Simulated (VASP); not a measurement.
# HW18S36 (a cell with a defect) in VASP: single point with PBE

Aim: the single point of HW18S36 (a cell with a defect) with PBE.

All numbers are computed with VASP 6.6.1; they aren't measurements. Logs are shortened: lines on timing, memory, paths and dates and some standing lists are left out, and cuts for length are marked.

### Step 1. The cell of the first run

The cell holds a defect, 55 atoms: a = 9.381 Å, b = 9.381 Å, c = 12.165 Å, α = 90.00°, β = 90.00°, γ = 120.00°.

### Step 2. Single point, PBE, collinear spin

File INCAR:

```
SYSTEM = HW18S36
PREC = Accurate ; ENCUT = 400
EDIFF = 1E-6 ; ISMEAR = -1
SIGMA = 0.01 ; LREAL = Auto
LASPH = .TRUE. ; NELM = 200
ALGO = Normal ; ISIF = 2
LWAVE = .FALSE. ; LCHARG = .TRUE.
ISPIN = 2 ; MAGMOM = 0 0.01 0 0.03 0.01 0 0 0.01 0 0 0.01 0.01 0 0.28 0 0.03 0 0.01 0.01 0 0 0 0 0 0 0 0.01 0 0.01 0 0 0 0 0 0 0 0 0 0.01 0 0.01 0 0.01 0 0 0 0 0 0 0 0 0 0.02 0 0.11
LORBIT = 11 ; NUPDOWN = 1.0
LMAXMIX = 4 ; GGA = PE
LELF = .TRUE. ; LVHAR = .TRUE.
NBANDS = 272 ; GGA_COMPAT = .FALSE.
```

File KPOINTS:

```
Automatic mesh
0
G
  1 1 1
  0 0 0
```

File POSCAR:

```
HW18S36
1.0
    9.3812494620     -0.0000000854      0.0000000000
   -4.6906246570      8.1244003960      0.0000000000
    0.0000000000      0.0000000000     12.1647637100
W S H
18 36 1
Direct
    0.1103659658      0.2205076081      0.2507469038
    0.2210499421      0.1095652630      0.7495873439
    0.1103902236      0.5539669499      0.2507768897
    0.2209939280      0.4426772002      0.7489006666
    0.1110443143      0.8877076991      0.2510799513
    0.2217586665      0.7767037426      0.7501284960
    0.4437813395      0.2207431802      0.2504673180
    0.5553340013      0.1095545570      0.7495978672
    0.4435842836      0.5538809631      0.2507816748
    0.5549037382      0.4429943128      0.7500198356
    0.4434814041      0.8877039453      0.2510796535
    0.5555178137      0.7762960288      0.7515048690
    0.7769558795      0.2205013052      0.2507300614
    0.8899787832      0.1131136098      0.7434317471
    0.7771103045      0.5538777237      0.2507667874
    0.8884975251      0.4426815236      0.7488686083
    0.7770478816      0.8872736870      0.2508767091
    0.8875955823      0.7762861054      0.7514614388
    0.1135299769      0.2225453446      0.6177934051
    0.2214354861      0.1095577315      0.1214144531
    0.1072831640      0.2191580617      0.8768159538
    0.2220287919      0.1098319429      0.3799175963
    0.1110729033      0.5553077555      0.6200834667
    0.2213615852      0.4426952530      0.1216566244
    0.1101001250      0.5534167388      0.8785284455
    0.2213228904      0.4427072421      0.3799345601
    0.1101050433      0.8871554619      0.6210926389
    0.2214997451      0.7761779216      0.1217413712
    0.1115481789      0.8882806975      0.8794022491
    0.2215179072      0.7762220382      0.3802205684
    0.4438965499      0.2209614073      0.6207002803
    0.5549272725      0.1095493607      0.1214074669
    0.4435528703      0.2202857336      0.8786828013
    0.5546239030      0.1098343078      0.3799140230
    0.4450478328      0.5556198707      0.6211448123
    0.5550568759      0.4433167072      0.1214107971
    0.4415676683      0.5521998182      0.8786139356
    0.5548378694      0.4428537981      0.3796621364
    0.4438686640      0.8871444733      0.6211019934
    0.5540916653      0.7760903639      0.1223468534
    0.4435349535      0.8882789369      0.8794237366
    0.5547317412      0.7762255527      0.3798651085
    0.7758329961      0.2225229994      0.6177865364
    0.8881240580      0.1094265773      0.1217047412
    0.7787150867      0.2191753508      0.8767976606
    0.8881601633      0.1095083875      0.3800125237
    0.7773656715      0.5556122069      0.6211160073
    0.8881479097      0.4426917780      0.1216406903
    0.7774667115      0.5522104932      0.8785853011
    0.8881887012      0.4427016111      0.3799199275
    0.7763175937      0.8858276298      0.6211295394
    0.8888097835      0.7760863813      0.1223309094
    0.7720411259      0.8772382853      0.8865125464
    0.8883137432      0.7762193604      0.3798509080
    0.7063280032      0.7457093634     -0.0321817275
```

Potentials or basis: VASP PAW PBE potentials, release 64 (W_sv, S, H).

Run with:

```console
> cat potpaw_PBE.64/W_sv/POTCAR potpaw_PBE.64/S/POTCAR potpaw_PBE.64/H/POTCAR > POTCAR
> mpirun -np 1 vasp_gam > vasp.out
```

OUTCAR:

```text
SYSTEM = HW18S36
   PREC = Accurate
   ENCUT = 400
   EDIFF = 1E-6
   ISMEAR = -1
   LREAL = Auto
   LASPH = .TRUE.
   NELM = 200
   ISIF = 2
   ISPIN = 2
   LORBIT = 11
   NUPDOWN = 1.0
   GGA = PE

 ion  position               nearest neighbor table
   1  0.110  0.221  0.251-  44 2.39  24 2.39  26 2.39  20 2.39  46 2.39  22 2.39   5 3.13  17 3.13
                             9 3.13   7 3.13  13 3.13   3 3.13
   2  0.221  0.110  0.750-  21 2.39  27 2.39  29 2.39  33 2.39  31 2.40  19 2.40  14 3.12   4 3.13
                             6 3.13  18 3.13  10 3.13   8 3.14
   3  0.110  0.554  0.251-  28 2.39  50 2.39  26 2.39  24 2.39  48 2.39  30 2.40  15 3.13   9 3.13
                             5 3.13  11 3.13   1 3.13  13 3.13
   4  0.221  0.443  0.749-  37 2.39  21 2.39  23 2.39  35 2.39  25 2.39  19 2.40  14 3.10  16 3.12
                             2 3.13   6 3.13  10 3.13  12 3.13
   5  0.111  0.888  0.251-  52 2.39  22 2.39  30 2.39  28 2.39  54 2.39  20 2.40  11 3.12   7 3.12
                             1 3.13   3 3.13  17 3.13  15 3.13
   6  0.222  0.777  0.750-  39 2.39  29 2.39  27 2.39  41 2.39  25 2.39  23 2.40   8 3.13   2 3.13
                            16 3.13   4 3.13  18 3.13  12 3.13
   7  0.444  0.221  0.250-  34 2.39  22 2.39  38 2.39  20 2.39  32 2.39  36 2.39   5 3.12  11 3.12
                            15 3.13   9 3.13  13 3.13   1 3.13
   8  0.555  0.110  0.750-  45 2.39  39 2.39  41 2.39  33 2.39  31 2.40  43 2.40  14 3.12  16 3.13
                             6 3.13  12 3.13  10 3.13   2 3.14
   9  0.444  0.554  0.251-  40 2.39  38 2.39  24 2.39  42 2.39  26 2.39  36 2.39   7 3.13   3 3.13
[... 51 lines left out ...]
  51  0.776  0.886  0.621-  14 2.37  18 2.39  12 2.39
  52  0.889  0.776  0.122-  15 2.39   5 2.39  17 2.39
  53  0.772  0.877  0.887-  55 1.46  12 2.41  18 2.41  14 2.59
  54  0.888  0.776  0.380-  17 2.39   5 2.39  15 2.39
  55  0.706  0.746  0.968-  53 1.46

  LATTYP: Found a hexagonal cell.
 ALAT       =     9.3812494620
 C/A-ratio  =     1.2967103965

  Lattice vectors:

 A1 = (   9.3812494620,  -0.0000000854,   0.0000000000)
 A2 = (  -4.6906246570,   8.1244003960,   0.0000000000)
 A3 = (   0.0000000000,   0.0000000000,  12.1647637100)

Analysis of symmetry for initial positions (statically):
=====================================================================
 Subroutine PRICEL returns:
 Original cell was already a primitive cell.

 Routine SETGRP: Setting up the symmetry group for a
 hexagonal supercell.

 Subroutine GETGRP returns: Found  1 space group operations
 (whereof  1 operations were pure point group operations)
 out of a pool of 24 trial point group operations.

The static configuration has the point symmetry C_1 .

Analysis of symmetry for dynamics (positions and initial velocities):
=====================================================================
 Subroutine PRICEL returns:
 Original cell was already a primitive cell.

 Routine SETGRP: Setting up the symmetry group for a
 hexagonal supercell.

 Subroutine GETGRP returns: Found  1 space group operations
 (whereof  1 operations were pure point group operations)
 out of a pool of 24 trial point group operations.

The dynamic configuration has the point symmetry C_1 .

Analysis of structural, dynamic, and magnetic symmetry:
=====================================================================
 Subroutine PRICEL returns:
 Original cell was already a primitive cell.

 Routine SETGRP: Setting up the symmetry group for a
 hexagonal supercell.

 Subroutine GETGRP returns: Found  1 space group operations
 (whereof  1 operations were pure point group operations)
 out of a pool of 24 trial point group operations.

The overall configuration has the point symmetry C_1 .

 Subroutine INISYM returns: Found  1 space group operations
 (whereof  1 operations are pure point group operations),
 and found     1 'primitive' translations

----------------------------------------------------------------------------------------

                                     Primitive cell

  volume of cell :     927.1621

  direct lattice vectors                    reciprocal lattice vectors
     9.381249462 -0.000000085  0.000000000     0.106595610  0.061543003  0.000000000
    -4.690624657  8.124400396  0.000000000     0.000000001  0.123086007  0.000000000
     0.000000000  0.000000000 12.164763710     0.000000000  0.000000000  0.082204638

  length of vectors
[... 163 lines left out ...]
   NELM   =    200;   NELMIN=  2; NELMDL= -5     # of ELM steps
   EDIFF  = 0.1E-05   stopping-criterion for ELM
   LREAL  =      T    real-space projection
   EDIFFG = 0.1E-04   stopping-criterion for IOM
   NSW    =      0    number of steps for IOM
   IBRION =     -1    ionic relax: 0-MD 1-quasi-New 2-CG
   NFREE  =      0    steps in history (QN), initial steepest desc. (CG)
   ISIF   =      2    stress and relaxation
   ISYM   =      2    0-nonsym 1-usesym 2-fastsym
   POTIM  = 0.5000    time-step for ionic-motion
   TEBEG  =    0.0;   TEEND  =   0.0 temperature during run
   PSTRESS=    0.0 pullay stress
   NELECT =     469.0000    total number of electrons
   NUPDOWN=       1.0000    fix difference up-down
   EMIN   =  10.00;   EMAX   =-10.00  energy-range for DOS
   EFERMI =   0.00;   METHOD = LEGACY
   ISMEAR =    -1;   SIGMA  =   0.01  broadening in eV -4-tet -1-fermi 0-gaus
   EFERMI_NEDOS =   21; number of points for ismear=-14 and -15
   IALGO  =     38    algorithm
   IMIX   =      4    mixing-type and parameters
     AMIX     =   0.40;   BMIX     =  1.00
     AMIX_MAG =   1.60;   BMIX_MAG =  1.00
  volume/ion in A,a.u.               =      16.86       113.76
  Fermi-wavevector in a.u.,A,eV,Ry     =   1.304409  2.464976 23.150090  1.701484
  Thomas-Fermi vector in A             =   2.435347
   LORBIT       =     11    0 simple, 1 ext, 2 COOP (PROOUT), +10 PAW based schemes
   GGA     = PE    functional components
   LHFCALC =     F    Hartree Fock is set to
   AEXX    =    0.0000 exact exchange contribution
   IVDW    =     0    specifies the selected vdW correction
   LEPSILON=     F    determine dielectric tensor
   LRPA    =     F    only Hartree local field effects (RPA)
 spin polarized calculation
  energy-cutoff  :      400.00
  volume of cell :      927.16
 maximum number of plane-waves:      8432
 NGX is ok and might be reduce to    64
   NGX = 31   NGY = 31   NGZ = 39

 number of electron     468.9999968 magnetization       0.9999345

 Free energy of the ion-electron system (eV)
  ---------------------------------------------------
  ext. energy  EPLUGINS =         0.00000000
  ---------------------------------------------------
  free energy    TOTEN  =      -423.86712527 eV

  energy without entropy =     -423.86712527  energy(sigma->0) =     -423.86712527

 E-fermi :   8.2818     XC(G=0): -11.1665

 val. band max:        8.3251401728   @ k =   0.0000   0.0000   0.0000
 cond. band min:       8.7270155736   @ k =   0.0000   0.0000   0.0000
 fundamental gap:      0.4018754009
 Fermi energy:         8.5645754117

 spin component 1

 k-point     1 :       0.0000    0.0000    0.0000
  band No.  band energies     occupation
      1     -66.5536      1.00000
      2     -66.5455      1.00000
      3     -66.5402      1.00000
      4     -66.5384      1.00000
      5     -66.5382      1.00000
      6     -66.5378      1.00000
[... 238 lines left out ...]
    245       9.7123      0.00000
    246       9.8389      0.00000
 Fermi energy:         8.2817654278

 spin component 2

 k-point     1 :       0.0000    0.0000    0.0000
  band No.  band energies     occupation
      1     -66.5512      1.00000
      2     -66.5426      1.00000
      3     -66.5379      1.00000
      4     -66.5378      1.00000
      5     -66.5362      1.00000
      6     -66.5362      1.00000
[... 238 lines left out ...]
    245       9.7449      0.00000
    246       9.8537      0.00000
 [bands above 246 left out]

------------------------ aborting loop because EDIFF is reached ----------------------------------------

  FORCE on cell =-STRESS in cart. coord.  units (eV):
  Direction    XX          YY          ZZ          XY          YZ          ZX
  --------------------------------------------------------------------------------------
  -------------------------------------------------------------------------------------
  Total       52.2749806     53.0077394     38.5470346     -0.0029576     -0.0118973      0.0001560
  in kB       90.3334889     91.5997287     66.6109883     -0.0051109     -0.0205590      0.0002696
  external PRESSURE =      82.8480686 kB  Pullay stress =       0.0000000 kB

 VOLUME and BASIS-vectors are now :
 -----------------------------------------------------------------------------
  energy-cutoff  :      400.00
  volume of cell :      927.16
      direct lattice vectors                 reciprocal lattice vectors
     9.381249462 -0.000000085  0.000000000     0.106595610  0.061543003  0.000000000
    -4.690624657  8.124400396  0.000000000     0.000000001  0.123086007  0.000000000
     0.000000000  0.000000000 12.164763710     0.000000000  0.000000000  0.082204638

 POSITION                                       TOTAL-FORCE (eV/Angst)
 -----------------------------------------------------------------------------------
      0.00105      1.79149      3.05028        -0.000091      0.000075      0.003934
      1.55980      0.89015      9.11855        -0.002401     -0.001196     -0.000063
     -1.56285      4.50065      3.05064        -0.001650      0.001828     -0.000428
     -0.00323      3.59649      9.11020         0.002440      0.000458     -0.000396
     -3.12217      7.21209      3.05433         0.000217     -0.001663     -0.001054
     -1.56285      6.31025      9.12514         0.002325     -0.001366     -0.004108
[... 47 lines left out ...]
      4.69254      6.30632      4.62080        -0.000119     -0.000303      0.005333
      3.12840      6.05844     11.77328        -0.000149      0.010415     -0.017268
 -----------------------------------------------------------------------------------
    total drift:                               -0.001096     -0.001009     -0.007393

  FREE ENERGIE OF THE ION-ELECTRON SYSTEM (eV)
  ---------------------------------------------------
  free  energy   TOTEN  =      -423.8671252704 eV

  energy  without entropy=     -423.8671252704  energy(sigma->0) =     -423.86712527

 total charge

# of ion       s       p       d       tot
------------------------------------------
    1        2.320   6.340   3.439  12.100
    2        2.321   6.339   3.436  12.097
    3        2.320   6.340   3.439  12.099
    4        2.320   6.341   3.442  12.103
    5        2.321   6.340   3.442  12.103
    6        2.321   6.341   3.437  12.099
[... 47 lines left out ...]
   54        1.361   2.376   0.000   3.737
   55        0.514   0.029   0.000   0.543
--------------------------------------------------
tot         91.225 199.714  61.940 352.880

 magnetization (x)

# of ion       s       p       d       tot
------------------------------------------
    1        0.000   0.000   0.003   0.003
    2        0.001  -0.000   0.012   0.013
    3        0.000   0.000   0.006   0.006
    4        0.000   0.001   0.030   0.031
    5        0.000   0.000   0.007   0.008
    6        0.000   0.000   0.004   0.004
[... 47 lines left out ...]
   54        0.000  -0.000   0.000  -0.000
   55        0.088  -0.000   0.000   0.087
--------------------------------------------------
tot          0.135   0.055   0.472   0.662
```

Run time: 25 min. Hardware: 1 thread of Intel Xeon 8259CL, shared host; peak memory 0.98 GiB.

Results:

| Quantity | Value |
| --- | --- |
| Free energy | -423.8671 eV |
| Pressure | 8.3 GPa |
| Largest force | 0.049 eV/Å |
| Net moment | 1.00 μB per cell |
| Site moments | W +0.00, +0.01, +0.03, -0.00, +0.35 (each value once); S +0.00, -0.00, +0.01, +0.03 (each value once); H +0.09 μB |
| Valence electrons inside the program's atomic spheres | W 12.10, 12.09 (each value once); S 3.74, 3.72 (each value once); H 0.54 |

Forces in eV/Å, atoms in the order of the input:
```
W    0.000  0.000  0.004
W   -0.002 -0.001  0.000
W   -0.002  0.002  0.000
W    0.002  0.000  0.000
W    0.000 -0.002 -0.001
W    0.002 -0.001 -0.004
W    0.003  0.000  0.000
W    0.001 -0.001  0.001
W    0.001  0.003 -0.003
W    0.000  0.001 -0.003
W   -0.001  0.000 -0.002
W   -0.011 -0.008 -0.019
W   -0.004  0.001  0.004
W    0.000  0.004 -0.006
W   -0.001 -0.001 -0.003
W   -0.003 -0.002  0.004
W    0.000 -0.002 -0.003
W    0.008 -0.006 -0.011
S    0.000  0.002 -0.002
S   -0.001  0.000 -0.004
S    0.002  0.002  0.004
S    0.000  0.000  0.005
S    0.000  0.001 -0.006
S    0.000  0.000 -0.005
S    0.000  0.001  0.006
S    0.000  0.001  0.004
S   -0.001 -0.001 -0.003
S    0.000  0.001 -0.005
S   -0.001  0.000  0.006
S    0.000  0.000  0.003
S    0.000  0.001 -0.005
S    0.000  0.000 -0.004
S    0.000  0.000  0.005
S    0.000  0.000  0.004
S    0.002  0.001 -0.004
S    0.000  0.000 -0.004
S   -0.001  0.002  0.005
S    0.000  0.000  0.004
S    0.002 -0.001 -0.001
S   -0.001  0.001 -0.005
S    0.000  0.001  0.005
S    0.000  0.000  0.004
S    0.000  0.001 -0.001
S    0.002  0.000 -0.003
S    0.000  0.002  0.005
S    0.000 -0.001  0.005
S   -0.001  0.000 -0.004
S    0.001  0.000 -0.004
S    0.000  0.001  0.005
S    0.000  0.000  0.005
S   -0.001  0.000 -0.005
S    0.002  0.002 -0.003
S    0.001 -0.013  0.048
S    0.000  0.000  0.005
H    0.000  0.010 -0.017
```

Caveat: the k points lie up to 0.77 Å⁻¹ apart; spin-orbit coupling is left out, which moves the levels of the heavy elements; the total moment is fixed, so each spin has its own Fermi level.
